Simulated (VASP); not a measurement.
# Ga2SeS2 (I4/mmm) in VASP: single point with PBE

Aim: the single point of Ga2SeS2 with PBE.

All numbers are computed with VASP 6.6.1; they aren't measurements. Logs are shortened: lines on timing, memory, paths and dates and some standing lists are left out, and cuts for length are marked.

## 1. The cell of the first run

Symmetry: I4/mmm, No. 139, tetragonal system. Conventional cell: a = 4.609 Å, b = 4.609 Å, c = 10.561 Å, α = 90.00°, β = 90.00°, γ = 90.00°. Ga (site symmetry 4mm) has 4 S at 2.62 Å and 1 Ga at 2.81 Å within 3.5 Å. Within 4.6 Å of Se (site symmetry 4/mmm) lie 8 S at 3.50 Å and 10 Ga at 3.55 to 3.88 Å. Within 3.5 Å of S (site symmetry -4m2) lie 4 Ga at 2.62 Å and 4 S at 3.26 Å.

## 2. Single point, PBE

The input, INCAR:

```
PREC = Accurate ; ENCUT = 520
EDIFF = 1E-7 ; ISMEAR = 0
SIGMA = 0.1 ; LREAL = F
LASPH = T ; NELM = 80
ALGO = Normal ; ISIF = 2
LWAVE = F ; LCHARG = T
GGA = PE ; LELF = T
LVHAR = T ; NBANDS = 30
```

The input, KPOINTS:

```
Automatic mesh
0
Gamma
  6 6 6
```

The input, POSCAR:

```
Ga2SeS2
1.0
   -2.3046618500      2.3046618500      5.2805009500
    2.3046618500     -2.3046618500      5.2805009500
    2.3046618500      2.3046618500     -5.2805009500
Ga Se S
2 1 2
Direct
    0.6328056500      0.6328056500      0.0000000000
    0.3671943500      0.3671943500      0.0000000000
    0.0000000000      0.0000000000      0.0000000000
    0.2500000000      0.7500000000      0.5000000000
    0.7500000000      0.2500000000      0.5000000000
```

Potentials or basis: VASP PAW PBE potentials, release 64 (Ga_d, Se, S).

Run with:

```bash
$ cat potpaw_PBE.64/Ga_d/POTCAR potpaw_PBE.64/Se/POTCAR potpaw_PBE.64/S/POTCAR > POTCAR
$ mpirun -np 1 vasp_std > vasp.out
```

OUTCAR:

```text
PREC = Accurate
   ENCUT = 520
   EDIFF = 1E-7
   ISMEAR = 0
   LREAL = F
   LASPH = T
   NELM = 80
   ISIF = 2
   GGA = PE

 ion  position               nearest neighbor table
   1  0.633  0.633  0.000-   4 2.62   5 2.62   4 2.62   5 2.62   2 2.81
   2  0.367  0.367  0.000-   4 2.62   5 2.62   4 2.62   5 2.62   1 2.81
   3  0.000  0.000  0.000-
   4  0.250  0.750  0.500-   2 2.62   1 2.62   2 2.62   1 2.62
   5  0.750  0.250  0.500-   2 2.62   1 2.62   2 2.62   1 2.62

  LATTYP: Found a body centered tetragonal cell.
 ALAT       =     4.6093237000
 C/A-ratio  =     2.2912259124

  Lattice vectors:

 A1 = (  -2.3046618500,   2.3046618500,   5.2805009500)
 A2 = (   2.3046618500,  -2.3046618500,   5.2805009500)
 A3 = (   2.3046618500,   2.3046618500,  -5.2805009500)

Analysis of symmetry for initial positions (statically):
=====================================================================
 Subroutine PRICEL returns:
 Original cell was already a primitive cell.

 Routine SETGRP: Setting up the symmetry group for a
 body centered tetragonal supercell.

 Subroutine GETGRP returns: Found 16 space group operations
 (whereof 16 operations were pure point group operations)
 out of a pool of 16 trial point group operations.

The static configuration has the point symmetry D_4h.

Analysis of symmetry for dynamics (positions and initial velocities):
=====================================================================
 Subroutine PRICEL returns:
 Original cell was already a primitive cell.

 Routine SETGRP: Setting up the symmetry group for a
 body centered tetragonal supercell.

 Subroutine GETGRP returns: Found 16 space group operations
 (whereof 16 operations were pure point group operations)
 out of a pool of 16 trial point group operations.

The dynamic configuration has the point symmetry D_4h.

 Subroutine INISYM returns: Found 16 space group operations
 (whereof 16 operations are pure point group operations),
 and found     1 'primitive' translations

----------------------------------------------------------------------------------------

                                     Primitive cell

  volume of cell :     112.1888

  direct lattice vectors                    reciprocal lattice vectors
    -2.304661850  2.304661850  5.280500950     0.000000000  0.216951567  0.094687986
     2.304661850 -2.304661850  5.280500950     0.216951567  0.000000000  0.094687986
     2.304661850  2.304661850 -5.280500950     0.216951567  0.216951567  0.000000000

  length of vectors
     6.205370478  6.205370478  6.205370478     0.236714590  0.236714590  0.306815849

  position of ions in fractional coordinates (direct lattice)
     0.632805650  0.632805650  0.000000000
     0.367194350  0.367194350  0.000000000
     0.000000000  0.000000000  0.000000000
     0.250000000  0.750000000  0.500000000
     0.750000000  0.250000000  0.500000000

  ion indices of the primitive-cell ions
   primitive index   ion index
                 1           1
                 2           2
                 3           3
                 4           4
                 5           5

----------------------------------------------------------------------------------------

 KPOINTS: Automatic mesh

Automatic generation of k-mesh.
 Grid dimensions read from file:
 generate k-points for:    6    6    6

 Generating k-lattice:

  Cartesian coordinates                     Fractional coordinates (reciprocal lattice)
     0.000000000  0.036158595  0.015781331     0.166666667  0.000000000  0.000000000
     0.036158595  0.000000000  0.015781331     0.000000000  0.166666667  0.000000000
     0.036158595  0.036158595  0.000000000     0.000000000  0.000000000  0.166666667

  Length of vectors
     0.039452432  0.039452432  0.051135975

  Shift w.r.t. Gamma in fractional coordinates (k-lattice)
     0.000000000  0.000000000  0.000000000

 Subroutine IBZKPT returns following result:
 ===========================================

 Found     30 irreducible k-points:

 Following reciprocal coordinates:
            Coordinates               Weight
  0.000000  0.000000  0.000000      1.000000
  0.166667  0.000000  0.000000      8.000000
  0.333333  0.000000  0.000000      8.000000
  0.500000  0.000000 -0.000000      4.000000
  0.166667  0.166667  0.000000      8.000000
  0.333333  0.166667  0.000000     16.000000
[... 16 lines left out ...]
 -0.333333 -0.333333  0.166667      8.000000
 -0.166667 -0.333333  0.166667      8.000000
 [... further k-points ...]
   k-points           NKPTS =     30   k-points in BZ     NKDIM =     30   number of bands    NBANDS=     30
   number of dos      NEDOS =    301   number of ions     NIONS =      5
   total plane-waves  NPLWV = 110592
   dimension x,y,z NGX =    48 NGY =   48 NGZ =   48
   dimension x,y,z NGXF=    96 NGYF=   96 NGZF=   96
   ions per type =               2   1   2
   NGX,Y,Z   is equivalent  to a cutoff of  12.86, 12.86, 12.86 a.u.
   NGXF,Y,Z  is equivalent  to a cutoff of  25.72, 25.72, 25.72 a.u.
 SYSTEM =  unknown system
   PREC   = accura    normal or accurate (medium, high low for compatibility)
   ISTART =      0    job   : 0-new  1-cont  2-samecut
   ICHARG =      2    charge: 1-file 2-atom 10-const
   ISPIN  =      1    spin polarized calculation?
   LNONCOLLINEAR =      F non collinear calculations
   LSORBIT =      F    spin-orbit coupling
   LASPH  =      T    aspherical Exc in radial PAW
   ENCUT  =  520.0 eV  38.22 Ry    6.18 a.u.  11.54 11.54 11.54*2*pi/ulx,y,z
   NELM   =     80;   NELMIN=  2; NELMDL= -5     # of ELM steps
   EDIFF  = 0.1E-06   stopping-criterion for ELM
   LREAL  =      F    real-space projection
   EDIFFG = 0.1E-05   stopping-criterion for IOM
   NSW    =      0    number of steps for IOM
   IBRION =     -1    ionic relax: 0-MD 1-quasi-New 2-CG
   NFREE  =      0    steps in history (QN), initial steepest desc. (CG)
   ISIF   =      2    stress and relaxation
   ISYM   =      2    0-nonsym 1-usesym 2-fastsym
   POTIM  = 0.5000    time-step for ionic-motion
   TEBEG  =    0.0;   TEEND  =   0.0 temperature during run
   PSTRESS=    0.0 pullay stress
   NELECT =      44.0000    total number of electrons
   NUPDOWN=      -1.0000    fix difference up-down
   EMIN   =  10.00;   EMAX   =-10.00  energy-range for DOS
   EFERMI =   0.00;   METHOD = LEGACY
   ISMEAR =     0;   SIGMA  =   0.10  broadening in eV -4-tet -1-fermi 0-gaus
   EFERMI_NEDOS =   21; number of points for ismear=-14 and -15
   IALGO  =     38    algorithm
   IMIX   =      4    mixing-type and parameters
     AMIX     =   0.40;   BMIX     =  1.00
     AMIX_MAG =   1.60;   BMIX_MAG =  1.00
  volume/ion in A,a.u.               =      22.44       151.42
  Fermi-wavevector in a.u.,A,eV,Ry     =   1.198328  2.264512 19.537845  1.435991
  Thomas-Fermi vector in A             =   2.334220
   LORBIT       =      0    0 simple, 1 ext, 2 COOP (PROOUT), +10 PAW based schemes
   GGA     = PE    functional components
   LHFCALC =     F    Hartree Fock is set to
   AEXX    =    0.0000 exact exchange contribution
   IVDW    =     0    specifies the selected vdW correction
   LEPSILON=     F    determine dielectric tensor
   LRPA    =     F    only Hartree local field effects (RPA)
 non-spin polarized calculation
 Gauss-broadening in eV      SIGMA  =   0.10
  energy-cutoff  :      520.00
  volume of cell :      112.19
 maximum number of plane-waves:      3041
 NGX is ok and might be reduce to    48
   NGX = 23   NGY = 23   NGZ = 23

 number of electron      44.0000009 magnetization

 Free energy of the ion-electron system (eV)
  ---------------------------------------------------
  ext. energy  EPLUGINS =         0.00000000
  ---------------------------------------------------
  free energy    TOTEN  =       -16.79519611 eV

  energy without entropy =      -16.76391456  energy(sigma->0) =      -16.77955534

 E-fermi :   3.1949     XC(G=0):  -9.7329

 val. band max:        3.1931410258   @ k =  -0.3333   0.3333   0.1667
 cond. band min:       3.1963573837   @ k =  -0.3333   0.3333   0.1667
 fundamental gap:      0.0032163579
 Fermi energy:         3.1948754496

 k-point     1 :       0.0000    0.0000    0.0000
  band No.  band energies     occupation
      1     -11.2892      2.00000
      2     -11.2536      2.00000
      3     -11.1972      2.00000
      4     -11.1972      2.00000
      5     -11.1955      2.00000
      6     -11.1663      2.00000
[... 22 lines left out ...]
     29       9.9284      0.00000
     30      11.1820      0.00000

 k-point     2 :       0.1667    0.0000    0.0000
  band No.  band energies     occupation
      1     -11.2852      2.00000
      2     -11.2546      2.00000
      3     -11.2127      2.00000
      4     -11.2007      2.00000
      5     -11.1931      2.00000
      6     -11.1659      2.00000
[... 22 lines left out ...]
     29      10.5262      0.00000
     30      10.7572      0.00000

 k-point     3 :       0.3333    0.0000    0.0000
  band No.  band energies     occupation
      1     -11.2776      2.00000
      2     -11.2592      2.00000
      3     -11.2321      2.00000
      4     -11.2063      2.00000
      5     -11.1901      2.00000
      6     -11.1673      2.00000
[... 22 lines left out ...]
     29       9.8314      0.00000
     30      11.0295      0.00000

 k-point     4 :       0.5000    0.0000   -0.0000
  band No.  band energies     occupation
      1     -11.2753      2.00000
      2     -11.2623      2.00000
      3     -11.2366      2.00000
      4     -11.2087      2.00000
      5     -11.1902      2.00000
      6     -11.1684      2.00000
[... 22 lines left out ...]
     29       9.8693      0.00000
     30      10.5026      0.00000

 k-point     5 :       0.1667    0.1667    0.0000
  band No.  band energies     occupation
      1     -11.2842      2.00000
      2     -11.2546      2.00000
      3     -11.2238      2.00000
      4     -11.2028      2.00000
      5     -11.1901      2.00000
      6     -11.1665      2.00000
[... 22 lines left out ...]
     29       9.7860      0.00000
     30      11.0164      0.00000
[... 526 lines left out ...]
     29       9.2942      0.00000
     30      10.0730      0.00000

 k-point    22 :      -0.1667    0.5000    0.1667
  band No.  band energies     occupation
      1     -11.2885      2.00000
      2     -11.2515      2.00000
      3     -11.2254      2.00000
      4     -11.2112      2.00000
      5     -11.1932      2.00000
      6     -11.1655      2.00000
[... 22 lines left out ...]
     29       9.2308      0.00000
     30      10.0913      0.00000

 k-point    23 :      -0.3333   -0.3333    0.1667
  band No.  band energies     occupation
      1     -11.2929      2.00000
      2     -11.2522      2.00000
      3     -11.2190      2.00000
      4     -11.2099      2.00000
      5     -11.1861      2.00000
      6     -11.1694      2.00000
[... 22 lines left out ...]
     29       8.9779      0.00000
     30      10.0224      0.00000

 k-point    24 :      -0.1667   -0.3333    0.1667
  band No.  band energies     occupation
      1     -11.2916      2.00000
      2     -11.2536      2.00000
      3     -11.2143      2.00000
      4     -11.2089      2.00000
      5     -11.1897      2.00000
      6     -11.1647      2.00000
[... 22 lines left out ...]
     29       9.6304      0.00000
     30       9.9635      0.00000

 [... further k-points ...]

------------------------ aborting loop because EDIFF is reached ----------------------------------------

  FORCE on cell =-STRESS in cart. coord.  units (eV):
  Direction    XX          YY          ZZ          XY          YZ          ZX
  --------------------------------------------------------------------------------------
  -------------------------------------------------------------------------------------
  Total       -3.4054312     -3.4054312     -6.9958694      0.0000000     -0.0000000      0.0000000
  in kB      -48.6332348    -48.6332348    -99.9085684      0.0000000     -0.0000000      0.0000000
  external PRESSURE =     -65.7250126 kB  Pullay stress =       0.0000000 kB

 VOLUME and BASIS-vectors are now :
 -----------------------------------------------------------------------------
  energy-cutoff  :      520.00
  volume of cell :      112.19
      direct lattice vectors                 reciprocal lattice vectors
    -2.304661850  2.304661850  5.280500950     0.000000000  0.216951567  0.094687986
     2.304661850 -2.304661850  5.280500950     0.216951567  0.000000000  0.094687986
     2.304661850  2.304661850 -5.280500950     0.216951567  0.216951567  0.000000000

 POSITION                                       TOTAL-FORCE (eV/Angst)
 -----------------------------------------------------------------------------------
      0.00000      0.00000      6.68306        -0.000000     -0.000000      0.129658
      0.00000      0.00000      3.87794        -0.000000     -0.000000     -0.129658
      0.00000      0.00000      0.00000         0.000000      0.000000      0.000000
      2.30466      0.00000      2.64025         0.000000      0.000000      0.000000
      0.00000      2.30466      2.64025         0.000000      0.000000     -0.000000
 -----------------------------------------------------------------------------------
    total drift:                                0.000000     -0.000000      0.000000

  FREE ENERGIE OF THE ION-ELECTRON SYSTEM (eV)
  ---------------------------------------------------
  free  energy   TOTEN  =       -16.7951961099 eV

  energy  without entropy=      -16.7639145627  energy(sigma->0) =      -16.77955534
```

Wall time 2.9 min (1 thread of AMD EPYC 7R13 (Zen 3), shared host); peak memory 0.34 GiB.

What came out:

```yaml
Free_energy: -16.7952 eV
Pressure: -6.6 GPa
Largest_force: 0.130 eV/Å
Band_gap_on_the_k_mesh: zero (band 22 reaches 3.43 eV, above the bottom of band 23 at 2.38 eV)
```

Forces in eV/Å, atoms in the order of the input:
```
Ga   0.000  0.000  0.130
Ga   0.000  0.000 -0.130
Se   0.000  0.000  0.000
S    0.000  0.000  0.000
S    0.000  0.000  0.000
```

Levels at points of the mesh, in eV from the Fermi level:
| k point | band 20 | band 21 | band 22 | band 23 | band 24 | band 25 |
| --- | --- | --- | --- | --- | --- | --- |
| (0.00, 0.00, 0.00) | -1.12 | -1.12 | -0.82 | -0.82 | 2.00 | 2.55 |
| (0.50, 0.00, 0.00) | -1.32 | -0.35 | -0.12 | 0.70 | 1.80 | 3.82 |
| (0.50, 0.50, 0.00) | -1.13 | 0.22 | 0.23 | 0.38 | 1.90 | 4.98 |
| (0.50, 0.50, 0.50) | -0.80 | -0.35 | -0.21 | -0.21 | 0.28 | 1.38 |
